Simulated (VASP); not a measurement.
Crystal: CaB6.

```xyz
7
Lattice="4.1477 0.0000 0.0000 0.0000 4.1477 0.0000 0.0000 0.0000 4.1477" Properties=species:S:1:pos:R:3 pbc="T T T"
Ca    2.0739    2.0739    2.0739
B     0.0000    0.0000    1.2369
B     0.0000    0.0000    2.9109
B     1.2369    0.0000    0.0000
B     2.9109    0.0000    0.0000
B     0.0000    1.2369    0.0000
B     0.0000    2.9109    0.0000
```

* Program: VASP 6.6.1
* Task: relaxation of cell and atoms
* Functional: PBE
* Dispersion: D3(BJ)
* Potentials or basis: VASP PAW PBE potentials, release 64 (Ca_sv, B)
* Cutoff: 600 eV
* k mesh: 8 × 8 × 8
* Occupations: gaussian, width 0.01 eV
* Spin: no spin polarisation

At the start: pressure -3.3 GPa; volume 10.19 Å³/atom.

Q: Where does the relaxation end?

A: Over 5 steps the energy falls by 2.3 meV/atom and the volume is 9.97 Å³/atom (-2.2 %); space group Pm-3m (No. 221, to 0.1 Å) before and after.

The path:
```csv
step,energy change (eV),largest force (eV/Å),pressure (GPa),volume (Å³)
1,0.0000,0.0186,-3.28,71.36
2,-0.0136,0.1134,1.42,69.22
3,-0.0161,0.0868,0.05,69.82
4,-0.0149,0.1853,-0.05,69.74
5,-0.0164,0.0006,0.01,69.79
```

Final structure:
```xyz
7
Lattice="4.1172 0.0000 0.0000 0.0000 4.1172 0.0000 0.0000 0.0000 4.1172" Properties=species:S:1:pos:R:3 pbc="T T T"
Ca    2.0586    2.0586    2.0586
B     0.0000    0.0000    1.2297
B     0.0000    0.0000    2.8875
B     1.2297    0.0000    0.0000
B     2.8875    0.0000    0.0000
B     0.0000    1.2297    0.0000
B     0.0000    2.8875    0.0000
```
